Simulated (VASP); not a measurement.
# ZnRe (Pm-3m) in VASP: a series of runs

Runs on ZnRe. Level: PBE. Tasks: single point, relaxation of cell and atoms.

All numbers are computed with VASP 6.6.1; they aren't measurements. Logs are shortened: lines on timing, memory, paths and dates and some standing lists are left out, and cuts for length are marked.

## Step 1: The cell of the first run

It takes space group Pm-3m (No. 221, cubic). Conventional cell: a = 3.041 Å, b = 3.041 Å, c = 3.041 Å, α = 90.00°, β = 90.00°, γ = 90.00°. Zn (site symmetry m-3m) has 8 Re at 2.63 Å and 6 Zn at 3.04 Å within 3.5 Å. Re (site symmetry m-3m) has 8 Zn at 2.63 Å and 6 Re at 3.04 Å within 3.5 Å.

## Step 2: Single point, PBE

File INCAR:

```
SYSTEM = ZnRe
ALGO     = Normal         ! electronic algorithm
EDIFF    = 1E-6           ! SCF threshold, eV
ENCUT    = 520            ! plane-wave cutoff, eV
GGA      = PE             ! functional
ISIF     = 2              ! what is computed and relaxed
ISMEAR   = 0              ! smearing method
LASPH    = .True.         ! aspherical terms in the spheres
LCHARG   = .True.         ! write CHGCAR
LELF     = .True.         ! ELF
LREAL    = .False.        ! projectors in reciprocal space
LVHAR    = .True.       
LWAVE    = .False.        ! write WAVECAR
NBANDS   = 16             ! bands
NELM     = 60             ! most SCF steps
PREC     = Accurate       ! precision mode
SIGMA    = 0.1            ! smearing width, eV
```

File KPOINTS:

```
k-points
0
Gamma
  18 18 18
  0 0 0
```

File POSCAR:

```
ZnRe
1.0
    3.0414727483      0.0000000000      0.0000000000
    0.0000000000      3.0414727483      0.0000000000
    0.0000000000      0.0000000000      3.0414727483
Zn Re
1 1
Direct
    0.0000000000      0.0000000000      0.0000000000
    0.5000000000      0.5000000000      0.5000000000
```

Potentials or basis: VASP PAW PBE potentials, release 64 (Zn, Re).

Command:

```console
> cat potpaw_PBE.64/Zn/POTCAR potpaw_PBE.64/Re/POTCAR > POTCAR
> mpirun -np 1 vasp_std > vasp.out
```

OUTCAR:

```text
SYSTEM = ZnRe
   EDIFF = 1E-6
   ENCUT = 520
   GGA = PE
   ISIF = 2
   ISMEAR = 0
   LASPH = .True.
   LREAL = .False.
   NELM = 60
   PREC = Accurate

 ion  position               nearest neighbor table
   1  0.000  0.000  0.000-   2 2.63   2 2.63   2 2.63   2 2.63   2 2.63   2 2.63   2 2.63   2 2.63

   2  0.500  0.500  0.500-   1 2.63   1 2.63   1 2.63   1 2.63   1 2.63   1 2.63   1 2.63   1 2.63

  LATTYP: Found a simple cubic cell.
 ALAT       =     3.0414727483

  Lattice vectors:

 A1 = (   3.0414727483,   0.0000000000,   0.0000000000)
 A2 = (   0.0000000000,   3.0414727483,   0.0000000000)
 A3 = (   0.0000000000,   0.0000000000,   3.0414727483)

Analysis of symmetry for initial positions (statically):
=====================================================================
 Subroutine PRICEL returns:
 Original cell was already a primitive cell.

 Routine SETGRP: Setting up the symmetry group for a
 simple cubic supercell.

 Subroutine GETGRP returns: Found 48 space group operations
 (whereof 48 operations were pure point group operations)
 out of a pool of 48 trial point group operations.

The static configuration has the point symmetry O_h .

Analysis of symmetry for dynamics (positions and initial velocities):
=====================================================================
 Subroutine PRICEL returns:
 Original cell was already a primitive cell.

 Routine SETGRP: Setting up the symmetry group for a
 simple cubic supercell.

 Subroutine GETGRP returns: Found 48 space group operations
 (whereof 48 operations were pure point group operations)
 out of a pool of 48 trial point group operations.

The dynamic configuration has the point symmetry O_h .

 Subroutine INISYM returns: Found 48 space group operations
 (whereof 48 operations are pure point group operations),
 and found     1 'primitive' translations

----------------------------------------------------------------------------------------

                                     Primitive cell

  volume of cell :      28.1353

  direct lattice vectors                    reciprocal lattice vectors
     3.041472748  0.000000000  0.000000000     0.328788085  0.000000000  0.000000000
     0.000000000  3.041472748  0.000000000     0.000000000  0.328788085  0.000000000
     0.000000000  0.000000000  3.041472748     0.000000000  0.000000000  0.328788085

  length of vectors
     3.041472748  3.041472748  3.041472748     0.328788085  0.328788085  0.328788085

  position of ions in fractional coordinates (direct lattice)
     0.000000000  0.000000000  0.000000000
     0.500000000  0.500000000  0.500000000

[... 73 lines left out ...]
   LASPH  =      T    aspherical Exc in radial PAW
   ENCUT  =  520.0 eV  38.22 Ry    6.18 a.u.   5.66  5.66  5.66*2*pi/ulx,y,z
   NELM   =     60;   NELMIN=  2; NELMDL= -5     # of ELM steps
   EDIFF  = 0.1E-05   stopping-criterion for ELM
   LREAL  =      F    real-space projection
   EDIFFG = 0.1E-04   stopping-criterion for IOM
   NSW    =      0    number of steps for IOM
   IBRION =     -1    ionic relax: 0-MD 1-quasi-New 2-CG
   NFREE  =      0    steps in history (QN), initial steepest desc. (CG)
   ISIF   =      2    stress and relaxation
   ISYM   =      2    0-nonsym 1-usesym 2-fastsym
   POTIM  = 0.5000    time-step for ionic-motion
   TEBEG  =    0.0;   TEEND  =   0.0 temperature during run
   PSTRESS=    0.0 pullay stress
   NELECT =      19.0000    total number of electrons
   NUPDOWN=      -1.0000    fix difference up-down
   EMIN   =  10.00;   EMAX   =-10.00  energy-range for DOS
   EFERMI =   0.00;   METHOD = LEGACY
   ISMEAR =     0;   SIGMA  =   0.10  broadening in eV -4-tet -1-fermi 0-gaus
   EFERMI_NEDOS =   21; number of points for ismear=-14 and -15
   IALGO  =     38    algorithm
   IMIX   =      4    mixing-type and parameters
     AMIX     =   0.40;   BMIX     =  1.00
     AMIX_MAG =   1.60;   BMIX_MAG =  1.00
  volume/ion in A,a.u.               =      14.07        94.93
  Fermi-wavevector in a.u.,A,eV,Ry     =   1.436290  2.714194 28.067848  2.062929
  Thomas-Fermi vector in A             =   2.555494
   LORBIT       =      0    0 simple, 1 ext, 2 COOP (PROOUT), +10 PAW based schemes
   GGA     = PE    functional components
   LHFCALC =     F    Hartree Fock is set to
   AEXX    =    0.0000 exact exchange contribution
   IVDW    =     0    specifies the selected vdW correction
   LEPSILON=     F    determine dielectric tensor
   LRPA    =     F    only Hartree local field effects (RPA)
 non-spin polarized calculation
 Gauss-broadening in eV      SIGMA  =   0.10
  energy-cutoff  :      520.00
  volume of cell :       28.14
 maximum number of plane-waves:       776
 NGX is ok and might be reduce to    24

 number of electron      19.0000011 magnetization

 Free energy of the ion-electron system (eV)
  ---------------------------------------------------
  ext. energy  EPLUGINS =         0.00000000
  ---------------------------------------------------
  free energy    TOTEN  =       -12.33780005 eV

  energy without entropy =      -12.33023116  energy(sigma->0) =      -12.33401560

 E-fermi :   5.7245     XC(G=0): -13.0621

 val. band max:        5.7223667263   @ k =   0.3333   0.2222   0.2222
 cond. band min:       5.7303854911   @ k =   0.1667   0.1667   0.1111
 fundamental gap:      0.0080187648
 Fermi energy:         5.7245228662

 k-point     1 :       0.0000    0.0000    0.0000
  band No.  band energies     occupation
      1      -4.6720      2.00000
      2      -2.1738      2.00000
      3      -2.1738      2.00000
      4      -1.4253      2.00000
      5      -1.4253      2.00000
      6      -1.4253      2.00000
[... 433 lines left out ...]
      3      -1.6861      2.00000
      4      -1.5090      2.00000
      5      -1.3610      2.00000
      6      -1.3554      2.00000
[... 8 lines left out ...]
     15      17.6823      0.00000
     16      21.0686      0.00000

 [... further k-points ...]
[... 5 lines left out ...]
  --------------------------------------------------------------------------------------
  -------------------------------------------------------------------------------------
  Total        0.1039382      0.1039382      0.1039382      0.0000000     -0.0000000      0.0000000
  in kB        5.9188060      5.9188060      5.9188060      0.0000000     -0.0000000      0.0000000
  external PRESSURE =       5.9188060 kB  Pullay stress =       0.0000000 kB

 VOLUME and BASIS-vectors are now :
 -----------------------------------------------------------------------------
  energy-cutoff  :      520.00
  volume of cell :       28.14
      direct lattice vectors                 reciprocal lattice vectors
     3.041472748  0.000000000  0.000000000     0.328788085  0.000000000  0.000000000
     0.000000000  3.041472748  0.000000000     0.000000000  0.328788085  0.000000000
     0.000000000  0.000000000  3.041472748     0.000000000  0.000000000  0.328788085

 POSITION                                       TOTAL-FORCE (eV/Angst)
 -----------------------------------------------------------------------------------
      0.00000      0.00000      0.00000         0.000000      0.000000      0.000000
      1.52074      1.52074      1.52074         0.000000      0.000000      0.000000
 -----------------------------------------------------------------------------------
    total drift:                                0.000000      0.000000      0.000000

  FREE ENERGIE OF THE ION-ELECTRON SYSTEM (eV)
  ---------------------------------------------------
  free  energy   TOTEN  =       -12.3378000458 eV

  energy  without entropy=      -12.3302311561  energy(sigma->0) =      -12.33401560
```

It took 51 s on 1 thread of Intel Xeon Platinum 8259CL at 2.50GHz (Skylake/Cascade Lake), shared host; peak memory 0.23 GiB.

What came out:

- Free energy: -12.3378 eV
- Pressure: 0.6 GPa

Levels at points of the mesh, in eV from the Fermi level:
| k point | band 7 | band 8 | band 9 | band 10 | band 11 | band 12 | band 13 | band 14 |
| --- | --- | --- | --- | --- | --- | --- | --- | --- |
| (0.00, 0.00, 0.00) | -2.77 | -2.77 | 1.33 | 1.33 | 1.33 | 6.47 | 6.47 | 6.47 |
| (0.50, 0.00, 0.00) | -4.79 | -2.93 | -1.30 | -1.30 | 1.24 | 3.14 | 10.95 | 13.42 |
| (0.50, 0.50, 0.00) | -2.33 | -1.02 | -1.02 | 0.14 | 0.14 | 2.69 | 5.86 | 7.53 |
| (0.50, 0.50, 0.50) | -4.59 | -4.59 | 2.18 | 2.83 | 2.83 | 5.85 | 5.85 | 5.85 |

Caveat: spin-orbit coupling is left out, which moves the levels of the heavy elements.

## Step 3: Single point, PBE

This run uses another cell than the first one: it holds 8 atoms, not 2.

File INCAR:

```
SYSTEM = ZnRe
PREC     = Accurate       ! precision mode
ENCUT    = 520            ! plane-wave cutoff, eV
EDIFF    = 1E-7           ! SCF threshold, eV
ISMEAR   = 0              ! smearing method
SIGMA    = 0.1            ! smearing width, eV
LREAL    = .FALSE.        ! projectors in reciprocal space
LASPH    = .TRUE.         ! aspherical terms in the spheres
NELM     = 100            ! most SCF steps
ALGO     = Fast           ! electronic algorithm
ISIF     = 2              ! what is computed and relaxed
LWAVE    = .FALSE.        ! write WAVECAR
LCHARG   = .FALSE.        ! write CHGCAR
GGA      = PE             ! functional
NBANDS   = 48             ! bands
```

File KPOINTS:

```
Automatic mesh
0
G
  8 4 4
  0 0 0
```

File POSCAR:

```
ZnRe
1.0
    3.0414727483      0.0000000000      0.0000000000
    0.0000000000      6.0829454965      0.0000000000
    0.0000000000      0.0000000000      6.0829454965
Zn Re
4 4
Direct
    0.0000000000      0.0000000000      0.0000000000
    0.0000000000      0.0000000000      0.5000000000
    0.0000000000      0.5000000000      0.0000000000
    0.0000000000      0.5000000000      0.5000000000
    0.5000000000      0.2500000000      0.2500000000
    0.5000000000      0.2500000000      0.7500000000
    0.5000000000      0.7500000000      0.2500000000
    0.5000000000      0.7500000000      0.7500000000
```

Potentials or basis: VASP PAW PBE potentials, release 64 (Zn, Re).

Command:

```console
> cat potpaw_PBE.64/Zn/POTCAR potpaw_PBE.64/Re/POTCAR > POTCAR
> mpirun -np 1 vasp_std > vasp.out
```

It took 5.7 min on 1 thread of Intel Xeon Platinum 8259CL at 2.50GHz (Skylake/Cascade Lake), shared host; peak memory 0.3 GiB.

The run converged. Its results:

```
Free energy            : -49.4686 eV
Pressure               : 0.4 GPa
Band gap on the k mesh : zero (band 38 reaches 6.47 eV, above the bottom of band 39 at 5.10 eV)
```

Levels at points of the mesh, in eV from the Fermi level:
```tsv
k point	band 36	band 37	band 38	band 39	band 40	band 41
(0.00, 0.00, 0.00)	-0.95	-0.95	0.21	0.21	1.31	1.31
(0.50, 0.00, 0.00)	-0.95	0.21	0.21	0.21	0.21	1.31
(0.00, 0.50, 0.00)	-0.53	-0.19	-0.19	-0.19	-0.19	0.70
(0.50, 0.50, 0.00)	-0.53	-0.52	-0.52	0.70	0.70	2.83
(0.00, 0.50, 0.50)	-1.38	-0.19	-0.19	-0.19	-0.19	0.73
(0.50, 0.50, 0.50)	-0.88	0.10	0.10	0.10	0.10	1.98
```

Caveat: spin-orbit coupling is left out, which moves the levels of the heavy elements.

## Step 4: Relaxation of cell and atoms, PBE

This run uses another cell than the first one, of 14.10 Å³/atom, 1.002 times its volume.

File INCAR:

```
SYSTEM = ZnRe
  PREC = Accurate
  ENCUT = 600
  EDIFF = 1E-6
  ISMEAR = 0
  SIGMA = 0.1
  LREAL = .FALSE.
  LASPH = .TRUE.
  NELM = 100
  ALGO = Normal
  ISIF = 3
  LWAVE = .FALSE.
  LCHARG = .FALSE.
  GGA = PE
  IBRION = 2
  NSW = 100
  EDIFFG = -0.01
```

File KPOINTS:

```
regular mesh
0
G
  18 18 18
  0 0 0
```

File POSCAR:

```
ZnRe
1.0
    3.0436650255      0.0000000000      0.0000000000
    0.0000000000      3.0436650255      0.0000000000
    0.0000000000      0.0000000000      3.0436650255
Zn Re
1 1
Direct
    0.0000000000      0.0000000000      0.0000000000
    0.5000000000      0.5000000000      0.5000000000
```

Command:

```console
> cat potpaw_PBE.64/Zn/POTCAR potpaw_PBE.64/Re/POTCAR > POTCAR
> mpirun -np 1 vasp_std > vasp.out
```

It took 88 s on 1 thread of Intel Xeon Platinum 8259CL at 2.50GHz (Skylake/Cascade Lake), shared host; peak memory 0.24 GiB.

Results (log left out):

* Free energy: -12.3386 eV
* Relaxed volume: 14.10 Å³/atom
* Relaxed cell: a = 3.044 Å, b = 3.044 Å, c = 3.044 Å, α = 90.00°, β = 90.00°, γ = 90.00°
* Space group after relaxing (to 0.05 Å): Pm-3m (No. 221)
* Energy gained by relaxing: 0.0 meV/atom
* Ionic steps: 3
* Pressure after relaxing: 0.0 GPa

Final structure:
```
Zn Re
1.0
     3.04415    0.00000    0.00000
     0.00000    3.04415    0.00000
     0.00000    0.00000    3.04415
Zn Re
1 1
Direct
  0.00000 0.00000 0.00000
  0.50000 0.50000 0.50000
```

Levels at points of the mesh, in eV from the Fermi level:
| k point | band 8 | band 9 | band 10 | band 11 | band 12 | band 13 |
| --- | --- | --- | --- | --- | --- | --- |
| (0.00, 0.00, 0.00) | -2.76 | 1.32 | 1.32 | 1.32 | 6.46 | 6.46 |
| (0.50, 0.00, 0.00) | -2.92 | -1.29 | -1.29 | 1.24 | 3.13 | 10.94 |
| (0.50, 0.50, 0.00) | -1.02 | -1.02 | 0.14 | 0.14 | 2.68 | 5.84 |
| (0.50, 0.50, 0.50) | -4.57 | 2.17 | 2.82 | 2.82 | 5.83 | 5.83 |

Caveat: spin-orbit coupling is left out, which moves the levels of the heavy elements.

## Step 5: Summary

```csv
task,cell,k mesh,cutoff (eV),gap on the mesh (eV),pressure (GPa)
single point,"a = 3.041 Å, 2 atoms",18 × 18 × 18,520,none,0.6
single point,"a = 3.041, b = 6.083, c = 6.083 Å, 8 atoms",8 × 4 × 4,520,none,0.4
relaxation of cell and atoms,"relaxed from a = 3.044 Å, 2 atoms",18 × 18 × 18,600,none,0.0
```

Alike in all rows: level PBE; potentials or basis VASP PAW PBE potentials, release 64 (Zn, Re); no spin polarisation; smearing gaussian 0.1 eV.

Caveats: spin-orbit coupling is left out, which moves the levels of the heavy elements.

Total energies depend on the potentials used, so only differences within one code and one set of settings carry meaning.
